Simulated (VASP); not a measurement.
Input of a VASP 6.6.1 run:

File POSCAR:

```
Br
1.0
    3.2118940000      2.2972940000      0.0000000000
    3.2118940000     -2.2972940000      0.0000000000
    0.0000000000      0.0000000000     -8.5232030000
Br
4
Direct
    0.1237000000      0.8763000000      0.8975000000
    0.3763000000      0.6237000000      0.3975000000
    0.8763000000      0.1237000000      0.1025000000
    0.6237000000      0.3763000000      0.6025000000
```

The input INCAR.step1:

```
SYSTEM = Br
PREC = Accurate ; ENCUT = 520
ISMEAR = -1 ; SIGMA = 0.0578
LREAL = .FALSE. ; LASPH = .TRUE.
NELM = 100 ; NBANDS = 22
GGA = PE ; ALGO = Normal
EDIFF = 1E-4 ; LWAVE = .TRUE.
LCHARG = .FALSE.
```

Contents of INCAR.step2:

```
SYSTEM = Br
PREC = Accurate ; ENCUT = 520
EDIFF = 1E-6 ; ISMEAR = -1
SIGMA = 0.0578 ; LREAL = .FALSE.
LASPH = .TRUE. ; NELM = 100
ALGO = Normal ; ISIF = 2
LWAVE = .FALSE. ; LCHARG = .FALSE.
METAGGA = R2SCAN ; LMIXTAU = .TRUE.
NBANDS = 22 ; ISTART = 1
```

The input KPOINTS:

```
Automatic mesh
0
G
  7 7 3
  0 0 0
```

Potentials or basis: VASP PAW PBE potentials, release 64 (Br).

Launch:

```console
$ cat potpaw_PBE.64/Br/POTCAR > POTCAR
$ cp INCAR.step1 INCAR
$ mpirun -np 1 vasp_std > vasp.out
$ cp INCAR.step2 INCAR
$ mpirun -np 1 vasp_std > vasp.out
```

(1) What does it give for the largest force?

(2) What does it give for the band gap on the k mesh?

(3) Estimate the pressure.

## Answers

(1) 5.266 eV/Å.

(2) 3.10 eV.

(3) 9.9 GPa.

Caveat: the cell stands under pressure; the PAW data sets were made with another functional, which shifts forces and pressure a little; an odd mesh through Γ misses points on the zone boundary, where band edges can lie.
